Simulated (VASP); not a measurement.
# W (Im-3m) in VASP: settings compared

The runs below take W through relaxation of cell and atoms, with PBE, LDA, r2SCAN+rVV10.

Everything below comes from runs of VASP 6.6.1. Logs are shortened: lines on timing, memory, paths and dates and some standing lists are left out, and cuts for length are marked.

### Step 1. The cell of the first run

Symmetry: Im-3m, No. 229, cubic system. Conventional cell: a = 3.165 Å, b = 3.165 Å, c = 3.165 Å, α = 90.00°, β = 90.00°, γ = 90.00°. W (site symmetry m-3m) has 14 W at 2.74 to 3.16 Å within 3.6 Å.

### Step 2. Relaxation of cell and atoms, PBE

The input, INCAR:

```
ALGO     = Normal         # electronic algorithm
EDIFF    = 1E-6           # SCF threshold, eV
EDIFFG   = -0.03          # ionic threshold
ENCUT    = 600            # plane-wave cutoff, eV
GGA      = PE             # functional
IBRION   = 2              # ionic algorithm
ISIF     = 3              # what is computed and relaxed
ISMEAR   = -1             # smearing method
LASPH    = T              # aspherical terms in the spheres
LCHARG   = F              # write CHGCAR
LREAL    = F              # projectors in reciprocal space
LWAVE    = F              # write WAVECAR
NELM     = 60             # most SCF steps
NSW      = 80             # ionic steps
PREC     = Accurate       # precision mode
SIGMA    = 0.1            # smearing width, eV
```

The input, KPOINTS:

```
k-points
0
Gamma
  12 12 12
```

The input, POSCAR:

```
W
1.0
   -1.5823400000      1.5823400000      1.5823400000
    1.5823400000     -1.5823400000      1.5823400000
    1.5823400000      1.5823400000     -1.5823400000
W
1
Direct
    0.0000000000      0.0000000000      0.0000000000
```

Potentials or basis: VASP PAW PBE potentials, release 64 (W_sv).

The run is started by

```sh
$ cat potpaw_PBE.64/W_sv/POTCAR > POTCAR
$ mpirun -np 1 vasp_std > vasp.out
```

OUTCAR:

```text
EDIFF = 1E-6
   EDIFFG = -0.03
   ENCUT = 600
   GGA = PE
   IBRION = 2
   ISIF = 3
   ISMEAR = -1
   LASPH = T
   LREAL = F
   NELM = 60
   NSW = 80
   PREC = Accurate

 ion  position               nearest neighbor table
   1  0.000  0.000  0.000-

  LATTYP: Found a body centered cubic cell.
 ALAT       =     3.1646800000

  Lattice vectors:

 A1 = (  -1.5823400000,   1.5823400000,   1.5823400000)
 A2 = (   1.5823400000,  -1.5823400000,   1.5823400000)
 A3 = (   1.5823400000,   1.5823400000,  -1.5823400000)

Analysis of symmetry for initial positions (statically):
=====================================================================
 Subroutine PRICEL returns:
 Original cell was already a primitive cell.

 Routine SETGRP: Setting up the symmetry group for a
 body centered cubic supercell.

 Subroutine GETGRP returns: Found 48 space group operations
 (whereof 48 operations were pure point group operations)
 out of a pool of 48 trial point group operations.

The static configuration has the point symmetry O_h .

Analysis of symmetry for dynamics (positions and initial velocities):
=====================================================================
 Subroutine PRICEL returns:
 Original cell was already a primitive cell.

 Routine SETGRP: Setting up the symmetry group for a
 body centered cubic supercell.

 Subroutine GETGRP returns: Found 48 space group operations
 (whereof 48 operations were pure point group operations)
 out of a pool of 48 trial point group operations.

The dynamic configuration has the point symmetry O_h .

 Subroutine INISYM returns: Found 48 space group operations
 (whereof 48 operations are pure point group operations),
 and found     1 'primitive' translations

----------------------------------------------------------------------------------------

                                     Primitive cell

  volume of cell :      15.8475

  direct lattice vectors                    reciprocal lattice vectors
    -1.582340000  1.582340000  1.582340000     0.000000000  0.315987714  0.315987714
     1.582340000 -1.582340000  1.582340000     0.315987714  0.000000000  0.315987714
     1.582340000  1.582340000 -1.582340000     0.315987714  0.315987714  0.000000000

[... 90 lines left out ...]
   TEBEG  =    0.0;   TEEND  =   0.0 temperature during run
   PSTRESS=    0.0 pullay stress
   NELECT =      14.0000    total number of electrons
   NUPDOWN=      -1.0000    fix difference up-down
   EMIN   =  10.00;   EMAX   =-10.00  energy-range for DOS
   EFERMI =   0.00;   METHOD = LEGACY
   ISMEAR =    -1;   SIGMA  =   0.10  broadening in eV -4-tet -1-fermi 0-gaus
   EFERMI_NEDOS =   21; number of points for ismear=-14 and -15
   IALGO  =     38    algorithm
   IMIX   =      4    mixing-type and parameters
     AMIX     =   0.40;   BMIX     =  1.00
     AMIX_MAG =   1.60;   BMIX_MAG =  1.00
  volume/ion in A,a.u.               =      15.85       106.94
  Fermi-wavevector in a.u.,A,eV,Ry     =   1.570837  2.968451 33.572756  2.467528
  Thomas-Fermi vector in A             =   2.672510
   LORBIT       =      0    0 simple, 1 ext, 2 COOP (PROOUT), +10 PAW based schemes
   GGA     = PE    functional components
   LHFCALC =     F    Hartree Fock is set to
   AEXX    =    0.0000 exact exchange contribution
   IVDW    =     0    specifies the selected vdW correction
   LEPSILON=     F    determine dielectric tensor
   LRPA    =     F    only Hartree local field effects (RPA)
 conjugate gradient relaxation of ions
 non-spin polarized calculation
  energy-cutoff  :      600.00
  volume of cell :       15.85
 maximum number of plane-waves:       543
 NGX is ok and might be reduce to    24
   NGX = 11   NGY = 11   NGZ = 11

--------------------------------------- Ionic step        1  -------------------------------------------

 number of electron      14.0000002 magnetization

 Free energy of the ion-electron system (eV)
  ---------------------------------------------------
  ext. energy  EPLUGINS =         0.00000000
  ---------------------------------------------------
  free energy    TOTEN  =       -12.95738613 eV

  energy without entropy =      -12.94112447  energy(sigma->0) =      -12.94925530

------------------------ aborting loop because EDIFF is reached ----------------------------------------

  FORCE on cell =-STRESS in cart. coord.  units (eV):
  Direction    XX          YY          ZZ          XY          YZ          ZX
  --------------------------------------------------------------------------------------
  -------------------------------------------------------------------------------------
  Total        0.6284286      0.6284286      0.6284286      0.0000000     -0.0000000      0.0000000
  in kB       63.5341360     63.5341360     63.5341360      0.0000000     -0.0000000      0.0000000
  external PRESSURE =      63.5341360 kB  Pullay stress =       0.0000000 kB
[... 57 lines left out ...]
--------------------------------------- Ionic step        3  -------------------------------------------

 number of electron      14.0000002 magnetization

 Free energy of the ion-electron system (eV)
  ---------------------------------------------------
  ext. energy  EPLUGINS =         0.00000000
  ---------------------------------------------------
  free energy    TOTEN  =       -12.96364926 eV

  energy without entropy =      -12.94774294  energy(sigma->0) =      -12.95569610

 E-fermi :  11.0638     XC(G=0): -13.5253

 val. band max:       11.0348805229   @ k =  -0.2500   0.3333   0.1667
 cond. band min:      11.0810248411   @ k =  -0.1667   0.1667   0.0833
 fundamental gap:      0.0461443182
 Fermi energy:        11.0638300393

 k-point     1 :       0.0000    0.0000    0.0000
  band No.  band energies     occupation
      1     -63.0622      2.00000
      2     -26.6531      2.00000
      3     -26.6531      2.00000
      4     -26.6531      2.00000
      5       1.6265      2.00000
      6       9.9545      1.99997
      7       9.9545      1.99997
      8       9.9545      1.99997
      9      13.3624      0.00000
     10      13.3624      0.00000
     11      25.6200      0.00000
[... 309 lines left out ...]
 k-point    24 :       0.4167    0.0833    0.0833
  band No.  band energies     occupation
      1     -62.9376      2.00000
      2     -27.7769      2.00000
      3     -27.1005      2.00000
      4     -26.7398      2.00000
      5       5.6529      2.00000
      6       7.6341      2.00000
      7      10.8319      1.82093
      8      13.4860      0.00000
      9      14.2372      0.00000
     10      18.3740      0.00000
     11      20.7996      0.00000

 [... further k-points ...]
[... 5 lines left out ...]
  --------------------------------------------------------------------------------------
  -------------------------------------------------------------------------------------
  Total       -0.0165326     -0.0165326     -0.0165326     -0.0000000      0.0000000      0.0000000
  in kB       -1.6371881     -1.6371881     -1.6371881     -0.0000000      0.0000000      0.0000000
  external PRESSURE =      -1.6371881 kB  Pullay stress =       0.0000000 kB
[... 16 lines left out ...]
  FREE ENERGIE OF THE ION-ELECTRON SYSTEM (eV)
  ---------------------------------------------------
  free  energy   TOTEN  =       -12.9636492568 eV

  energy  without entropy=      -12.9477429420  energy(sigma->0) =      -12.95569610

 reached required accuracy - stopping structural energy minimisation
```

CONTCAR:

```text
W
   1.00000000000000
    -1.5933004519553653    1.5933004519553653    1.5933004519553653
     1.5933004519553653   -1.5933004519553653    1.5933004519553653
     1.5933004519553653    1.5933004519553653   -1.5933004519553653
  W
     1
Direct
     0.0000000000000000    0.0000000000000000    0.0000000000000000

  0.00000000E+00  0.00000000E+00  0.00000000E+00
```

Run time: 40 s. Hardware: 1 thread of Intel Xeon Platinum 8375C at 2.90GHz (Ice Lake), shared host; peak memory 0.16 GiB.

Results:

```
Free energy                            : -12.9636 eV
Relaxed volume                         : 16.18 Å³/atom
Relaxed cell                           : a = 2.760 Å, b = 2.760 Å, c = 2.760 Å, α = 109.47°, β = 109.47°, γ = 109.47°
Space group after relaxing (to 0.05 Å) : Im-3m (No. 229)
Energy gained by relaxing              : 6.3 meV/atom
Ionic steps                            : 3
Pressure after relaxing                : -0.2 GPa
Band gap on the k mesh                 : zero (band 7 reaches 16.17 eV, above the bottom of band 8 at 9.95 eV)
```

The path:
```
step  energy change (eV)  largest force (eV/Å)  pressure (GPa)  volume (Å³)
   1              0.0000                0.0000            6.35        15.85
   2              0.0642                0.0000          -18.29        17.33
   3             -0.0063                0.0000           -0.16        16.18
```

Final structure:
```
W
1.0
    -1.59330    1.59330    1.59330
     1.59330   -1.59330    1.59330
     1.59330    1.59330   -1.59330
W
1
Direct
  0.00000 0.00000 0.00000
```

Caveat: spin-orbit coupling is left out, which moves the levels of the heavy elements. PBE usually gives volumes a little too large and moduli too small.

### Step 3. Relaxation of cell and atoms, LDA

The input, INCAR:

```
SYSTEM = W
ALGO = Normal ; EDIFF = 1E-6
EDIFFG = -0.03 ; ENCUT = 600
GGA = CA ; IBRION = 2
ISIF = 3 ; ISMEAR = -1
LASPH = .True. ; LCHARG = .False.
LREAL = .False. ; LWAVE = .False.
NELM = 80 ; NSW = 80
PREC = Accurate ; SIGMA = 0.1
```

The input, KPOINTS:

```
k-points
0
Gamma
  12 12 12
  0 0 0
```

POSCAR is that of step 2.

Potentials or basis: VASP PAW LDA potentials, release 64 (W_sv).

The run is started by

```sh
$ cat potpaw_LDA.64/W_sv/POTCAR > POTCAR
$ mpirun -np 1 vasp_std > vasp.out
```

It took 33 s on 1 thread of Intel Xeon Platinum 8375C at 2.90GHz (Ice Lake), shared host; peak memory 0.14 GiB.

The run converged. Its results:

```
Free energy                            : -14.1146 eV
Relaxed volume                         : 15.50 Å³/atom
Relaxed cell                           : a = 2.721 Å, b = 2.721 Å, c = 2.721 Å, α = 109.47°, β = 109.47°, γ = 109.47°
Space group after relaxing (to 0.05 Å) : Im-3m (No. 229)
Energy gained by relaxing              : 8.1 meV/atom
Ionic steps                            : 3
Pressure after relaxing                : -0.3 GPa
Band gap on the k mesh                 : zero (band 7 reaches 16.96 eV, above the bottom of band 8 at 10.35 eV)
```

Step by step:
| step | energy change (eV) | largest force (eV/Å) | pressure (GPa) | volume (Å³) |
| --- | --- | --- | --- | --- |
| 1 | 0.0000 | 0.0000 | -7.19 | 15.85 |
| 2 | 0.1057 | 0.0000 | 32.13 | 14.27 |
| 3 | -0.0081 | 0.0000 | -0.27 | 15.50 |

Final structure:
```yaml
crystal:
  lattice:
    - [-1.57080, 1.57080, 1.57080]
    - [1.57080, -1.57080, 1.57080]
    - [1.57080, 1.57080, -1.57080]
  atoms:
    - { symbol: W, position: [0.00000, 0.00000, 0.00000] }
```

Levels at points of the mesh, in eV from the Fermi level:
| k point | band 4 | band 5 | band 6 | band 7 | band 8 | band 9 | band 10 | band 11 |
| --- | --- | --- | --- | --- | --- | --- | --- | --- |
| (0.00, 0.00, 0.00) | -37.45 | -9.63 | -1.26 | -1.26 | -1.26 | 2.28 | 2.28 | 14.66 |
| (0.50, 0.00, 0.00) | -37.46 | -6.37 | -3.66 | 0.95 | 2.19 | 3.18 | 6.38 | 11.65 |
| (0.50, 0.50, 0.50) | -38.43 | -6.00 | -6.00 | 5.35 | 5.35 | 5.35 | 8.57 | 8.57 |

Caveat: spin-orbit coupling is left out, which moves the levels of the heavy elements.

### Step 4. Relaxation of cell and atoms, r2SCAN+rVV10

POSCAR is that of step 3.

The input, INCAR.step1:

```
SYSTEM = W
PREC = Accurate
ENCUT = 600
ISMEAR = -1
SIGMA = 0.1
LREAL = .False.
LASPH = .True.
NELM = 100
GGA = PE
ALGO = Normal
EDIFF = 1E-4
LWAVE = .True.
LCHARG = .False.
```

The input, INCAR.step2:

```
SYSTEM = W
PREC = Accurate
ENCUT = 600
EDIFF = 1E-6
ISMEAR = -1
SIGMA = 0.1
LREAL = .False.
LASPH = .True.
NELM = 100
ALGO = Normal
ISIF = 3
LWAVE = .False.
LCHARG = .False.
METAGGA = R2SCAN
LMIXTAU = .True.
LUSE_VDW = .True.
IVDW_NL = 2
BPARAM = 11.95
CPARAM = 0.0093
IBRION = 2
NSW = 80
EDIFFG = -0.03
ISTART = 1
```

The input, KPOINTS:

```
Automatic mesh
0
Gamma
  12 12 12
  0 0 0
```

Potentials or basis: VASP PAW PBE potentials, release 64 (W_sv).

The run is started by

```sh
$ cat potpaw_PBE.64/W_sv/POTCAR > POTCAR
$ cp INCAR.step1 INCAR
$ mpirun -np 1 vasp_std > vasp.out
$ cp INCAR.step2 INCAR
$ mpirun -np 1 vasp_std > vasp.out
```

Wall time 3.6 min (1 thread of Intel Xeon Platinum 8375C at 2.90GHz (Ice Lake), shared host); peak memory 0.23 GiB.

Results (log left out):

```
Free energy                            : -51.1497 eV
Relaxed volume                         : 15.90 Å³/atom
Relaxed cell                           : a = 2.744 Å, b = 2.744 Å, c = 2.744 Å, α = 109.47°, β = 109.47°, γ = 109.47°
Space group after relaxing (to 0.05 Å) : Im-3m (No. 229)
Energy gained by relaxing              : 0.2 meV/atom
Ionic steps                            : 3
Pressure after relaxing                : 0.0 GPa
Band gap on the k mesh                 : zero (band 7 reaches 16.56 eV, above the bottom of band 8 at 9.96 eV)
```

The path:
```
step  energy change (eV)  largest force (eV/Å)  pressure (GPa)  volume (Å³)
   1              0.0000                0.0000            1.06        15.85
   2              0.0021                0.0000           -3.78        16.09
   3             -0.0002                0.0000           -0.03        15.90
```

Final structure:
```xyz
1
Lattice="-1.5840 1.5840 1.5840 1.5840 -1.5840 1.5840 1.5840 1.5840 -1.5840" Properties=species:S:1:pos:R:3 pbc="T T T"
W     0.0000    0.0000    0.0000
```

Levels at points of the mesh, in eV from the Fermi level:
```csv
k point,band 4,band 5,band 6,band 7,band 8,band 9,band 10,band 11
"(0.00, 0.00, 0.00)",-38.85,-10.01,-1.16,-1.16,-1.16,2.67,2.67,15.35
"(0.50, 0.00, 0.00)",-38.86,-6.44,-3.62,0.62,2.51,3.56,6.44,11.73
"(0.50, 0.50, 0.50)",-39.80,-5.89,-5.89,5.44,5.44,5.44,8.62,8.62
```

Caveat: the PAW data sets were made with another functional, which shifts forces and pressure a little; spin-orbit coupling is left out, which moves the levels of the heavy elements.

### Step 5. Overview

| level | potentials or basis | gap on the mesh (eV) | pressure (GPa) | relaxed volume (Å³/atom) |
| --- | --- | --- | --- | --- |
| PBE | VASP PAW PBE potentials, release 64 (W_sv) | none | -0.2 | 16.18 |
| LDA | VASP PAW LDA potentials, release 64 (W_sv) | none | -0.3 | 15.50 |
| r2SCAN+rVV10 | VASP PAW PBE potentials, release 64 (W_sv) | none | 0.0 | 15.90 |

Alike in all rows: task relaxation of cell and atoms; no spin polarisation; cell relaxed; k mesh 12 × 12 × 12; cutoff (eV) 600; smearing fermi-dirac 0.1 eV.

Caveats: spin-orbit coupling is left out, which moves the levels of the heavy elements; the PAW data sets were made with another functional, which shifts forces and pressure a little (some runs).

Absolute energies hang on the potentials; compare differences alone.
